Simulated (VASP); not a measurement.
# Zr (P6/mmm) in VASP: a series of runs

Zr is run at these levels: PBE, r2SCAN+D3(BJ); tasks: relaxation of shape and atoms at fixed volume, single point.

Program: VASP 6.6.1. These are calculated values, not measurements. Logs are shortened: lines on timing, memory, paths and dates and some standing lists are left out, and cuts for length are marked.

## Step 1: The cell of the first run

It takes space group P6/mmm (No. 191, hexagonal). Conventional cell: a = 3.810 Å, b = 3.810 Å, c = 2.374 Å, α = 90.00°, β = 90.00°, γ = 120.00°. Zr (site symmetry 6/mmm) has 14 Zr at 2.37 to 2.50 Å within 3.1 Å. Within 2.9 Å of Zr (site symmetry -6m2) lie 11 Zr at 2.20 to 2.50 Å.

This isn't the form of Zr at room conditions, which is hcp.

## Step 2: Relaxation of shape and atoms at fixed volume, PBE

INCAR reads:

```
SYSTEM = Zr
PREC     = Accurate       ! precision mode
ENCUT    = 600            ! plane-wave cutoff, eV
EDIFF    = 1E-7           ! SCF threshold, eV
ISMEAR   = -1             ! smearing method
SIGMA    = 0.1            ! smearing width, eV
LREAL    = .FALSE.        ! projectors in reciprocal space
LASPH    = .TRUE.         ! aspherical terms in the spheres
NELM     = 80             ! most SCF steps
ALGO     = Normal         ! electronic algorithm
ISIF     = 4              ! what is computed and relaxed
LWAVE    = .FALSE.        ! write WAVECAR
LCHARG   = .FALSE.        ! write CHGCAR
GGA      = PE             ! functional
IBRION   = 2              ! ionic algorithm
NSW      = 50             ! ionic steps
EDIFFG   = -0.005         ! ionic threshold
```

KPOINTS reads:

```
Automatic mesh
0
G
  8 8 11
  0 0 0
```

POSCAR reads:

```
Zr
1.0
    3.8097534420      0.0000000000      0.0000000000
   -1.9048767210      3.2993432629      0.0000000000
    0.0000000000      0.0000000000      2.3736209252
Zr
3
Direct
    0.0000000000      0.0000000000      0.0000000000
    0.3333333333      0.6666666667      0.5000000000
    0.6666666667      0.3333333333      0.5000000000
```

Potentials or basis: VASP PAW PBE potentials, release 64 (Zr_sv).

On the command line:

```console
$ cat potpaw_PBE.64/Zr_sv/POTCAR > POTCAR
$ mpirun -np 1 vasp_std > vasp.out
```

OUTCAR:

```text
SYSTEM = Zr
   PREC = Accurate
   ENCUT = 600
   EDIFF = 1E-7
   ISMEAR = -1
   LREAL = .FALSE.
   LASPH = .TRUE.
   NELM = 80
   ISIF = 4
   GGA = PE
   IBRION = 2
   NSW = 50
   EDIFFG = -0.005

 ion  position               nearest neighbor table
   1  0.000  0.000  0.000-   2 2.50   3 2.50   2 2.50   3 2.50   2 2.50   2 2.50   3 2.50   3 2.50
                             3 2.50   3 2.50   2 2.50   2 2.50
   2  0.333  0.667  0.500-   3 2.20   3 2.20   3 2.20   1 2.50   1 2.50   1 2.50   1 2.50   1 2.50
                             1 2.50   3 3.24   3 3.24   3 3.24   3 3.24   3 3.24   3 3.24
   3  0.667  0.333  0.500-   2 2.20   2 2.20   2 2.20   1 2.50   1 2.50   1 2.50   1 2.50   1 2.50
                             1 2.50   2 3.24   2 3.24   2 3.24   2 3.24   2 3.24   2 3.24

  LATTYP: Found a hexagonal cell.
 ALAT       =     3.8097534420
 C/A-ratio  =     0.6230379371

  Lattice vectors:

 A1 = (   3.8097534420,   0.0000000000,   0.0000000000)
 A2 = (  -1.9048767210,   3.2993432629,   0.0000000000)
 A3 = (   0.0000000000,   0.0000000000,   2.3736209252)

Analysis of symmetry for initial positions (statically):
=====================================================================
 Subroutine PRICEL returns:
 Original cell was already a primitive cell.

 Routine SETGRP: Setting up the symmetry group for a
 hexagonal supercell.

 Subroutine GETGRP returns: Found 24 space group operations
 (whereof 24 operations were pure point group operations)
 out of a pool of 24 trial point group operations.

The static configuration has the point symmetry D_6h.

Analysis of symmetry for dynamics (positions and initial velocities):
=====================================================================
 Subroutine PRICEL returns:
 Original cell was already a primitive cell.

 Routine SETGRP: Setting up the symmetry group for a
 hexagonal supercell.

 Subroutine GETGRP returns: Found 24 space group operations
 (whereof 24 operations were pure point group operations)
 out of a pool of 24 trial point group operations.

The dynamic configuration has the point symmetry D_6h.

 Subroutine INISYM returns: Found 24 space group operations
 (whereof 24 operations are pure point group operations),
 and found     1 'primitive' translations

----------------------------------------------------------------------------------------

                                     Primitive cell

  volume of cell :      29.8357

  direct lattice vectors                    reciprocal lattice vectors
     3.809753442  0.000000000  0.000000000     0.262484178  0.151545311  0.000000000
    -1.904876721  3.299343263  0.000000000     0.000000000  0.303090621  0.000000000
     0.000000000  0.000000000  2.373620925     0.000000000  0.000000000  0.421297263

  length of vectors
     3.809753442  3.809753442  2.373620925     0.303090621  0.303090621  0.421297263

  position of ions in fractional coordinates (direct lattice)
     0.000000000  0.000000000  0.000000000
     0.333333333  0.666666667  0.500000000
     0.666666667  0.333333333  0.500000000

  ion indices of the primitive-cell ions
   primitive index   ion index
                 1           1
                 2           2
                 3           3

----------------------------------------------------------------------------------------

 KPOINTS: Automatic mesh

Automatic generation of k-mesh.
 Grid dimensions read from file:
 generate k-points for:    8    8   11

 Generating k-lattice:

  Cartesian coordinates                     Fractional coordinates (reciprocal lattice)
     0.032810522  0.018943164  0.000000000     0.125000000  0.000000000  0.000000000
     0.000000000  0.037886328  0.000000000     0.000000000  0.125000000  0.000000000
     0.000000000  0.000000000  0.038299751     0.000000000  0.000000000  0.090909091

  Length of vectors
     0.037886328  0.037886328  0.038299751

  Shift w.r.t. Gamma in fractional coordinates (k-lattice)
     0.000000000  0.000000000  0.000000000

 Subroutine IBZKPT returns following result:
 ===========================================

 Found     60 irreducible k-points:

 Following reciprocal coordinates:
            Coordinates               Weight
  0.000000  0.000000  0.000000      1.000000
  0.125000  0.000000  0.000000      6.000000
  0.250000  0.000000  0.000000      6.000000
  0.375000  0.000000  0.000000      6.000000
  0.500000  0.000000  0.000000      3.000000
  0.125000  0.125000  0.000000      6.000000
[... 16 lines left out ...]
  0.250000  0.000000  0.181818     12.000000
  0.375000  0.000000  0.181818     12.000000
 [... further k-points ...]
   k-points           NKPTS =     60   k-points in BZ     NKDIM =     60   number of bands    NBANDS=     22
   number of dos      NEDOS =    301   number of ions     NIONS =      3
   total plane-waves  NPLWV =  18000
   dimension x,y,z NGX =    30 NGY =   30 NGZ =   20
   dimension x,y,z NGXF=    60 NGYF=   60 NGZF=   40
   ions per type =               3
   NGX,Y,Z   is equivalent  to a cutoff of  13.09, 13.09, 14.01 a.u.
   NGXF,Y,Z  is equivalent  to a cutoff of  26.18, 26.18, 28.02 a.u.
 SYSTEM =  Zr
   PREC   = accura    normal or accurate (medium, high low for compatibility)
   ISTART =      0    job   : 0-new  1-cont  2-samecut
   ICHARG =      2    charge: 1-file 2-atom 10-const
   ISPIN  =      1    spin polarized calculation?
   LNONCOLLINEAR =      F non collinear calculations
   LSORBIT =      F    spin-orbit coupling
   LASPH  =      T    aspherical Exc in radial PAW
   ENCUT  =  600.0 eV  44.10 Ry    6.64 a.u.   7.61  7.61  4.74*2*pi/ulx,y,z
   NELM   =     80;   NELMIN=  2; NELMDL= -5     # of ELM steps
   EDIFF  = 0.1E-06   stopping-criterion for ELM
   LREAL  =      F    real-space projection
   EDIFFG = -.5E-02   stopping-criterion for IOM
   NSW    =     50    number of steps for IOM
   IBRION =      2    ionic relax: 0-MD 1-quasi-New 2-CG
   NFREE  =      1    steps in history (QN), initial steepest desc. (CG)
   ISIF   =      4    stress and relaxation
   ISYM   =      2    0-nonsym 1-usesym 2-fastsym
   POTIM  = 0.5000    time-step for ionic-motion
   TEBEG  =    0.0;   TEEND  =   0.0 temperature during run
   PSTRESS=    0.0 pullay stress
   NELECT =      36.0000    total number of electrons
   NUPDOWN=      -1.0000    fix difference up-down
   EMIN   =  10.00;   EMAX   =-10.00  energy-range for DOS
   EFERMI =   0.00;   METHOD = LEGACY
   ISMEAR =    -1;   SIGMA  =   0.10  broadening in eV -4-tet -1-fermi 0-gaus
   EFERMI_NEDOS =   21; number of points for ismear=-14 and -15
   IALGO  =     38    algorithm
   IMIX   =      4    mixing-type and parameters
     AMIX     =   0.40;   BMIX     =  1.00
     AMIX_MAG =   1.60;   BMIX_MAG =  1.00
  volume/ion in A,a.u.               =       9.95        67.11
  Fermi-wavevector in a.u.,A,eV,Ry     =   1.742865  3.293537 41.328764  3.037578
  Thomas-Fermi vector in A             =   2.815048
   LORBIT       =      0    0 simple, 1 ext, 2 COOP (PROOUT), +10 PAW based schemes
   GGA     = PE    functional components
   LHFCALC =     F    Hartree Fock is set to
   AEXX    =    0.0000 exact exchange contribution
   IVDW    =     0    specifies the selected vdW correction
   LEPSILON=     F    determine dielectric tensor
   LRPA    =     F    only Hartree local field effects (RPA)
 conjugate gradient relaxation of ions
 non-spin polarized calculation
  energy-cutoff  :      600.00
  volume of cell :       29.84
 maximum number of plane-waves:      1012
   NGX = 15   NGY = 15   NGZ =  9

--------------------------------------- Ionic step        1  -------------------------------------------

 number of electron      36.0000000 magnetization

 Free energy of the ion-electron system (eV)
  ---------------------------------------------------
  ext. energy  EPLUGINS =         0.00000000
  ---------------------------------------------------
  free energy    TOTEN  =        -4.19602938 eV

  energy without entropy =       -4.13124381  energy(sigma->0) =       -4.16363660

------------------------ aborting loop because EDIFF is reached ----------------------------------------

  FORCE on cell =-STRESS in cart. coord.  units (eV):
  Direction    XX          YY          ZZ          XY          YZ          ZX
  --------------------------------------------------------------------------------------
  -------------------------------------------------------------------------------------
  Total       66.1003975     66.1003975     53.0140005      0.0000000      0.0000000      0.0000000
  in kB     3549.5959466   3549.5959466   2846.8555177      0.0000000      0.0000000      0.0000000
  external PRESSURE =    3315.3491370 kB  Pullay stress =       0.0000000 kB
[... 92 lines left out ...]
  FREE ENERGIE OF THE ION-ELECTRON SYSTEM (eV)
  ---------------------------------------------------
  free  energy   TOTEN  =        -4.6363681243 eV

  energy  without entropy=       -4.5983492568  energy(sigma->0) =       -4.61735869

[... ionic steps 4 to 10 ...]

--------------------------------------- Ionic step       11  -------------------------------------------

 number of electron      35.9999999 magnetization

------------------------ aborting loop because EDIFF is reached ----------------------------------------

  FORCE on cell =-STRESS in cart. coord.  units (eV):
  Direction    XX          YY          ZZ          XY          YZ          ZX
  --------------------------------------------------------------------------------------
  -------------------------------------------------------------------------------------
  Total       60.7038515     60.7038515     60.5602495      0.0000000     -0.0000000      0.0000000
  in kB     3259.8010500   3259.8010492   3252.0896144      0.0000000     -0.0000000      0.0000000
  external PRESSURE =    3257.2305712 kB  Pullay stress =       0.0000000 kB
[... 59 lines left out ...]
  energy  without entropy=       -4.5985332646  energy(sigma->0) =       -4.61746219

--------------------------------------- Ionic step       13  -------------------------------------------

 number of electron      35.9999999 magnetization

 Free energy of the ion-electron system (eV)
  ---------------------------------------------------
  ext. energy  EPLUGINS =         0.00000000
  ---------------------------------------------------
  free energy    TOTEN  =        -4.63640368 eV

  energy without entropy =       -4.59849424  energy(sigma->0) =       -4.61744896

 E-fermi :  22.3121     XC(G=0): -15.6397

 val. band max:       22.2698591512   @ k =   0.1250   0.0000   0.0909
 cond. band min:      22.3286653851   @ k =   0.0000   0.0000   0.3636
 fundamental gap:      0.0588062339
 Fermi energy:        22.3120664010

 k-point     1 :       0.0000    0.0000    0.0000
  band No.  band energies     occupation
      1     -28.6250      2.00000
      2     -25.6217      2.00000
      3     -25.5365      2.00000
      4      -7.7429      2.00000
      5      -7.7429      2.00000
      6      -6.7571      2.00000
[... 574 lines left out ...]
      6      -4.6637      2.00000
[... 14 lines left out ...]
     21      24.6758      0.00000
     22      25.5391      0.00000

 [... further k-points ...]

------------------------ aborting loop because EDIFF is reached ----------------------------------------

  FORCE on cell =-STRESS in cart. coord.  units (eV):
  Direction    XX          YY          ZZ          XY          YZ          ZX
  --------------------------------------------------------------------------------------
  -------------------------------------------------------------------------------------
  Total       60.6578239     60.6578239     60.6488979      0.0000000     -0.0000000      0.0000000
  in kB     3257.3293661   3257.3293650   3256.8500358      0.0000000     -0.0000000      0.0000000
  external PRESSURE =    3257.1695889 kB  Pullay stress =       0.0000000 kB
[... 18 lines left out ...]
  FREE ENERGIE OF THE ION-ELECTRON SYSTEM (eV)
  ---------------------------------------------------
  free  energy   TOTEN  =        -4.6364036850 eV

  energy  without entropy=       -4.5984942427  energy(sigma->0) =       -4.61744896

 reached required accuracy - stopping structural energy minimisation
```

Wall time 7 min (1 thread of Intel Xeon 8259CL, shared host); peak memory 0.17 GiB.

Results:

```yaml
Free_energy: -4.6364 eV
Energy_gained_by_relaxing: 146.8 meV/atom
Ionic_steps: 13
Pressure_after_relaxing: 325.7 GPa
Band_gap_on_the_k_mesh: zero (bands 18 and 19 overlap by 2.99 eV)
```

Step by step:
```tsv
step	energy change (eV)	largest force (eV/Å)	pressure (GPa)	volume (Å³)
1	0.0000	0.0000	331.53	29.84
2	0.9681	0.0000	348.06	29.84
3	-0.4403	0.0000	325.71	29.84
4	-0.4403	0.0000	325.73	29.84
5	-0.4403	0.0000	325.73	29.84
6	-0.4403	0.0000	325.72	29.84
7	-0.4403	0.0000	325.73	29.84
8	-0.4403	0.0000	325.73	29.84
9	-0.4403	0.0000	325.73	29.84
10	-0.4403	0.0000	325.72	29.84
11	-0.4403	0.0000	325.72	29.84
12	-0.4404	0.0000	325.72	29.84
13	-0.4404	0.0000	325.72	29.84
```

Final structure:
```
Zr
1.0
     3.91443    0.00000    0.00000
    -1.95721    3.38999    0.00000
     0.00000    0.00000    2.24837
Zr
3
Direct
  0.00000 0.00000 0.00000
  0.33333 0.66667 0.50000
  0.66667 0.33333 0.50000
```

## Step 3: Relaxation of shape and atoms at fixed volume, PBE

This run uses another cell than the first one, of 11.56 Å³/atom.

INCAR reads:

```
SYSTEM = Zr
PREC     = Accurate       ! precision mode
ENCUT    = 600            ! plane-wave cutoff, eV
EDIFF    = 1E-6           ! SCF threshold, eV
ISMEAR   = -1             ! smearing method
SIGMA    = 0.1            ! smearing width, eV
LREAL    = .False.        ! projectors in reciprocal space
LASPH    = .True.         ! aspherical terms in the spheres
NELM     = 100            ! most SCF steps
ALGO     = Normal         ! electronic algorithm
ISIF     = 4              ! what is computed and relaxed
LWAVE    = .False.        ! write WAVECAR
LCHARG   = .False.        ! write CHGCAR
GGA      = PE             ! functional
IBRION   = 2              ! ionic algorithm
NSW      = 50             ! ionic steps
EDIFFG   = -0.005         ! ionic threshold
```

KPOINTS reads:

```
regular mesh
0
Gamma
  8 8 11
  0 0 0
```

POSCAR reads:

```
Zr
1.0
    4.0061824093      0.0000000000      0.0000000000
   -2.0030912046      3.4694557386      0.0000000000
    0.0000000000      0.0000000000      2.4960036238
Zr
3
Direct
    0.0000000000      0.0000000000      0.0000000000
    0.3333333333      0.6666666667      0.5000000000
    0.6666666667      0.3333333333      0.5000000000
```

Potentials or basis: VASP PAW PBE potentials, release 64 (Zr_sv).

On the command line:

```console
$ cat potpaw_PBE.64/Zr_sv/POTCAR > POTCAR
$ mpirun -np 1 vasp_std > vasp.out
```

Wall time 3.5 min (1 thread of Intel Xeon 8259CL, shared host); peak memory 0.18 GiB.

Results (log left out):

* Free energy: -12.3986 eV
* Energy gained by relaxing: 84.6 meV/atom
* Ionic steps: 6
* Pressure after relaxing: 199.5 GPa
* Band gap on the k mesh: zero (bands 18 and 19 overlap by 2.46 eV)

Step by step:
| step | energy change (eV) | largest force (eV/Å) | pressure (GPa) | volume (Å³) |
| --- | --- | --- | --- | --- |
| 1 | 0.0000 | 0.0000 | 205.18 | 34.69 |
| 2 | -0.0588 | 0.0000 | 202.53 | 34.69 |
| 3 | -0.2536 | 0.0000 | 199.54 | 34.69 |
| 4 | -0.2537 | 0.0000 | 199.52 | 34.69 |
| 5 | -0.2537 | 0.0000 | 199.52 | 34.69 |
| 6 | -0.2537 | 0.0000 | 199.52 | 34.69 |

Final structure:
```
Zr
1.0
     4.11603    0.00000    0.00000
    -2.05802    3.56459    0.00000
     0.00000    0.00000    2.36455
Zr
3
Cartesian
  4.1160 0.0000 0.0000
  0.0000 2.3764 1.1823
  2.0580 1.1882 1.1823
```

Levels at points of the mesh, in eV from the Fermi level:
```tsv
k point	band 14	band 15	band 16	band 17	band 18	band 19	band 20	band 21	band 22
(0.00, 0.00, 0.00)	-4.24	-0.51	-0.26	0.46	0.46	0.79	0.79	1.72	1.72
(0.50, 0.00, 0.00)	-3.04	-2.90	-2.33	-1.94	-1.28	0.25	0.87	2.59	5.36
```

## Step 4: Single point, r2SCAN+D3(BJ)

This run uses another cell than the first one, of 23.13 Å³/atom.

POSCAR reads:

```
Zr
1.0
    5.0474735472      0.0000000000      0.0000000000
   -2.5237367736      4.3712403168      0.0000000000
    0.0000000000      0.0000000000      3.1447675062
Zr
3
Direct
    0.0000000000      0.0000000000      0.0000000000
    0.3333333333      0.6666666667      0.5000000000
    0.6666666667      0.3333333333      0.5000000000
```

INCAR.step1 reads:

```
  PREC = Accurate
  ENCUT = 520
  ISMEAR = -1
  SIGMA = 0.1
  LREAL = F
  LASPH = T
  NELM = 60
  NBANDS = 25
  GGA = PE
  ALGO = Normal
  EDIFF = 1E-4
  LWAVE = T
  LCHARG = F
```

INCAR.step2 reads:

```
  PREC = Accurate
  ENCUT = 520
  EDIFF = 1E-6
  ISMEAR = -1
  SIGMA = 0.1
  LREAL = F
  LASPH = T
  NELM = 60
  ALGO = Normal
  ISIF = 2
  LWAVE = F
  LCHARG = F
  METAGGA = R2SCAN
  LMIXTAU = T
  IVDW = 12
  NBANDS = 25
  VDW_S6 = 1.0
  VDW_S8 = 0.78981345
  VDW_A1 = 0.49484001
  VDW_A2 = 5.73083694
  ISTART = 1
```

KPOINTS reads:

```
Automatic mesh
0
Gamma
  8 8 11
```

On the command line:

```console
$ cat potpaw_PBE.64/Zr_sv/POTCAR > POTCAR
$ cp INCAR.step1 INCAR
$ mpirun -np 1 vasp_std > vasp.out
$ cp INCAR.step2 INCAR
$ mpirun -np 1 vasp_std > vasp.out
```

Run time: 7 min. Hardware: 1 thread of Intel Xeon 8259CL, shared host; peak memory 0.25 GiB.

It converged, with:

```
Free energy                : -69.0876 eV
Pressure                   : -1.7 GPa
Band gap on the k mesh     : zero (bands 18 and 19 overlap by 0.57 eV)
Dispersion energy per atom : -0.252 eV
```

Stress tensor (GPa, compression positive):
```
-1.86  0.00  0.00
 0.00 -1.86  0.00
 0.00  0.00 -1.30
```

Levels at points of the mesh, in eV from the Fermi level:
| k point | band 14 | band 15 | band 16 | band 17 | band 18 | band 19 | band 20 | band 21 | band 22 | band 23 |
| --- | --- | --- | --- | --- | --- | --- | --- | --- | --- | --- |
| (0.00, 0.00, 0.00) | -2.44 | -0.62 | -0.62 | -0.54 | -0.54 | -0.12 | 1.00 | 1.81 | 1.81 | 2.45 |
| (0.50, 0.00, 0.00) | -3.36 | -3.03 | -0.62 | -0.52 | -0.47 | 0.05 | 0.80 | 1.29 | 1.45 | 2.59 |

Caveat: three body term missing; the PAW data sets were made with another functional, which shifts forces and pressure a little.

## Step 5: Overview

```tsv
task	level	cell	cutoff (eV)	gap on the mesh (eV)	pressure (GPa)
relaxation of shape and atoms at fixed volume	PBE	relaxed from a = 3.810, b = 3.810, c = 2.374 Å, angles 90.0, 90.0, 120.0°, 3 atoms	600	none	325.7
relaxation of shape and atoms at fixed volume	PBE	relaxed from a = 4.006, b = 4.006, c = 2.496 Å, angles 90.0, 90.0, 120.0°, 3 atoms	600	none	199.5
single point	r2SCAN+D3(BJ)	a = 5.047, b = 5.047, c = 3.145 Å, angles 90.0, 90.0, 120.0°, 3 atoms	520	none	-1.7
```

Alike in all rows: potentials or basis VASP PAW PBE potentials, release 64 (Zr_sv); no spin polarisation; k mesh 8 × 8 × 11; smearing fermi-dirac 0.1 eV.

Caveats: three body term missing (at least some runs); the PAW data sets were made with another functional, which shifts forces and pressure a little (at least some runs).

Absolute energies hang on the potentials; compare differences alone.
